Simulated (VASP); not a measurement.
# PbS (Cmcm) in VASP: notebook, part 2 of 2

VASP 6.6.1. Earlier steps stand in the parts before.

### 4 Relaxation of cell and atoms, PBE

INCAR

```
SYSTEM = PbS
ALGO = Normal
EDIFF = 1E-6
EDIFFG = -0.01
ENCUT = 600
GGA = PE
IBRION = 2
ISIF = 3
ISMEAR = -1
LASPH = .TRUE.
LCHARG = .FALSE.
LREAL = .FALSE.
LWAVE = .FALSE.
NELM = 60
NSW = 60
PREC = Accurate
SIGMA = 0.05
```

KPOINTS

```
k-points
0
G
  7 7 6
  0 0 0
```

POSCAR

```
PbS
1.0
    2.0799526950     -5.9912968650      0.0000000000
    2.0799526950      5.9912968650      0.0000000000
    0.0000000000      0.0000000000      4.2793209400
Pb S
2 2
Direct
    0.1305633500      0.8694366500      0.2500000000
    0.8694366500      0.1305633500      0.7500000000
    0.3547970900      0.6452029100      0.2500000000
    0.6452029100      0.3547970900      0.7500000000
```

Potentials or basis: VASP PAW PBE potentials, release 64 (Pb_d, S).

The run is started by

```sh
$ cat potpaw_PBE.64/Pb_d/POTCAR potpaw_PBE.64/S/POTCAR > POTCAR
$ mpirun -np 1 vasp_std > vasp.out
```

OUTCAR:

```text
SYSTEM = PbS
   EDIFF = 1E-6
   EDIFFG = -0.01
   ENCUT = 600
   GGA = PE
   IBRION = 2
   ISIF = 3
   ISMEAR = -1
   LASPH = .TRUE.
   LREAL = .FALSE.
   NELM = 60
   NSW = 60
   PREC = Accurate

 ion  position               nearest neighbor table
   1  0.131  0.869  0.250-   3 2.69   4 2.99   4 2.99   4 2.99   4 2.99   2 3.79   2 3.79   2 4.13
                             2 4.13   2 4.13   2 4.13
   2  0.869  0.131  0.750-   4 2.69   3 2.99   3 2.99   3 2.99   3 2.99   1 3.79   1 3.79   1 4.13
                             1 4.13   1 4.13   1 4.13
   3  0.355  0.645  0.250-   1 2.69   2 2.99   2 2.99   2 2.99   2 2.99
   4  0.645  0.355  0.750-   2 2.69   1 2.99   1 2.99   1 2.99   1 2.99

  LATTYP: Found a base centered orthorhombic cell.
 ALAT       =     4.1599053900
 B/A-ratio  =     2.8804966956
 C/A-ratio  =     1.0287063139

[... 385 lines left out ...]
  free energy    TOTEN  =       -17.38685727 eV

  energy without entropy =      -17.38685714  energy(sigma->0) =      -17.38685720

 E-fermi :   5.2333     XC(G=0):  -9.4266

 val. band max:        4.5557328733   @ k =   0.2857   0.1429   0.0000
 cond. band min:       5.8451836572   @ k =   0.4286   0.4286   0.0000
 fundamental gap:      1.2894507839
 Fermi energy:         5.2333174456

 k-point     1 :       0.0000    0.0000    0.0000
  band No.  band energies     occupation
      1     -11.7523      2.00000
      2     -11.6639      2.00000
      3     -11.6632      2.00000
      4     -11.6507      2.00000
      5     -11.6269      2.00000
      6     -11.6224      2.00000
[... 637 lines left out ...]
     23       7.4909      0.00000
     24       8.9673      0.00000

 [... further k-points ...]

------------------------ aborting loop because EDIFF is reached ----------------------------------------

  FORCE on cell =-STRESS in cart. coord.  units (eV):
  Direction    XX          YY          ZZ          XY          YZ          ZX
  --------------------------------------------------------------------------------------
  -------------------------------------------------------------------------------------
  Total        0.0223722      0.0146240      0.0144202      0.0000000      0.0000000      0.0000000
  in kB        0.3261736      0.2132102      0.2102390      0.0000000      0.0000000      0.0000000
  external PRESSURE =       0.2498743 kB  Pullay stress =       0.0000000 kB
[... 19 lines left out ...]
  FREE ENERGIE OF THE ION-ELECTRON SYSTEM (eV)
  ---------------------------------------------------
  free  energy   TOTEN  =       -17.3868572716 eV

  energy  without entropy=      -17.3868571356  energy(sigma->0) =      -17.38685720

 reached required accuracy - stopping structural energy minimisation
```

OSZICAR:

```text
N       E                     dE             d eps       ncg     rms          rms(c)
DAV:   1     0.428009604809E+03    0.42801E+03   -0.21017E+04  3072   0.198E+03
DAV:   2     0.315702740953E+02   -0.39644E+03   -0.39117E+03  3152   0.473E+02
DAV:   3    -0.164235703138E+02   -0.47994E+02   -0.46924E+02  4104   0.175E+02
DAV:   4    -0.183162218157E+02   -0.18927E+01   -0.18909E+01  3528   0.383E+01
[... 83 lines left out ...]
DAV:   2    -0.173868976627E+02    0.15482E-03   -0.48644E-04  4288   0.292E-01    0.327E-02
DAV:   3    -0.173868613839E+02    0.36279E-04   -0.12102E-04  3864   0.155E-01    0.983E-03
DAV:   4    -0.173868586104E+02    0.27735E-05   -0.92484E-06  4432   0.252E-02    0.394E-03
DAV:   5    -0.173868574359E+02    0.11745E-05   -0.49118E-07  1984   0.937E-03    0.106E-03
DAV:   6    -0.173868572716E+02    0.16435E-06   -0.29274E-07  1624   0.598E-03
  10 F= -.17386857E+02 E0= -.17386857E+02  d E =-.107794E-04
```

CONTCAR:

```text
PbS
   1.00000000000000
     2.0953484929308850   -6.1019760394299674   -0.0000000000000000
     2.0953484929308850    6.1019760394299674    0.0000000000000000
     0.0000000000000000   -0.0000000000000000    4.2974707089238589
  Pb              S
     2     2
Direct
     0.1332352901610017    0.8667647098389984    0.2500000000000000
     0.8667647098389984    0.1332352901610017    0.7500000000000000
     0.3551678033362472    0.6448321966637526    0.2500000000000000
     0.6448321966637526    0.3551678033362472    0.7500000000000000

  0.00000000E+00  0.00000000E+00  0.00000000E+00
  0.00000000E+00  0.00000000E+00  0.00000000E+00
  0.00000000E+00  0.00000000E+00  0.00000000E+00
  0.00000000E+00  0.00000000E+00  0.00000000E+00
```

Wall time 30 min (1 thread of Intel Xeon 6975P-C, shared host); peak memory 0.44 GiB.

What came out:

| Property | Result |
| --- | --- |
| Free energy | -17.3869 eV |
| Relaxed volume | 27.47 Å³/atom |
| Relaxed cell | a = 6.452 Å, b = 6.452 Å, c = 4.297 Å, α = 90.00°, β = 90.00°, γ = 142.10° |
| Space group after relaxing (to 0.05 Å) | Cmcm (No. 63) |
| Energy gained by relaxing | 2.4 meV/atom |
| Ionic steps | 10 |
| Pressure after relaxing | 0.0 GPa |
| Largest force after relaxing | 0.008 eV/Å |
| Band gap on the k mesh | 1.29 eV, indirect (least direct gap 1.39 eV) |

Forces on the atoms (eV/Å):
```
Pb   0.000  0.000  0.000
Pb   0.000  0.000  0.000
S    0.000  0.008  0.000
S    0.000 -0.008  0.000
```

Step by step:
| step | energy change (eV) | largest force (eV/Å) | pressure (GPa) | volume (Å³) |
| --- | --- | --- | --- | --- |
| 1 | 0.0000 | 0.1028 | 1.05 | 106.65 |
| 2 | -0.0058 | 0.1307 | -0.37 | 109.36 |
| 3 | -0.0069 | 0.0743 | 0.03 | 108.57 |
| 4 | -0.0074 | 0.0660 | 0.03 | 108.70 |
| 5 | -0.0086 | 0.0408 | 0.01 | 109.10 |
| 6 | -0.0096 | 0.0085 | -0.01 | 109.90 |
| 7 | -0.0096 | 0.0290 | -0.01 | 110.00 |
| 8 | -0.0098 | 0.0106 | -0.02 | 109.95 |
| 9 | -0.0097 | 0.0076 | 0.07 | 109.82 |
| 10 | -0.0098 | 0.0075 | 0.02 | 109.89 |

Final structure:
```cif
data_structure
_symmetry_space_group_name_H-M 'P 1'
_symmetry_Int_Tables_number 1
_cell_length_a 6.4517
_cell_length_b 6.4517
_cell_length_c 4.2975
_cell_angle_alpha 90.000
_cell_angle_beta 90.000
_cell_angle_gamma 142.096
_cell_volume 109.89
loop_
_atom_site_label
_atom_site_type_symbol
_atom_site_fract_x
_atom_site_fract_y
_atom_site_fract_z
_atom_site_occupancy
Pb1 Pb 0.13324 0.86676 0.25000 1
Pb2 Pb 0.86676 0.13324 0.75000 1
S1 S 0.35517 0.64483 0.25000 1
S2 S 0.64483 0.35517 0.75000 1
```

Caveat: spin-orbit coupling is left out, which moves the levels of the heavy elements. A k mesh can miss the band edges.

### 5 Overview

| task | cell | cutoff (eV) | smearing | gap on the mesh (eV) | pressure (GPa) | largest force (eV/Å) |
| --- | --- | --- | --- | --- | --- | --- |
| single point | a = 6.342, b = 6.342, c = 4.279 Å, angles 90.0, 90.0, 141.7°, 4 atoms | 520 | gaussian 0.011 eV | 1.26 | 1.0 | 0.10 |
| single point | a = 6.462, b = 6.462, c = 4.297 Å, angles 90.0, 90.0, 142.1°, 4 atoms | 520 | fermi-dirac 0.05 eV | 1.28 | -0.1 | 0.01 |
| relaxation of cell and atoms | relaxed from a = 6.342, b = 6.342, c = 4.279 Å, angles 90.0, 90.0, 141.7°, 4 atoms | 600 | fermi-dirac 0.05 eV | 1.29 | 0.0 | 0.01 |

Alike in all rows: level PBE; potentials or basis VASP PAW PBE potentials, release 64 (Pb_d, S); no spin polarisation; k mesh 7 × 7 × 6.

Caveats: spin-orbit coupling is left out, which moves the levels of the heavy elements.

Total energies depend on the potentials used, so only differences within one code and one set of settings carry meaning.
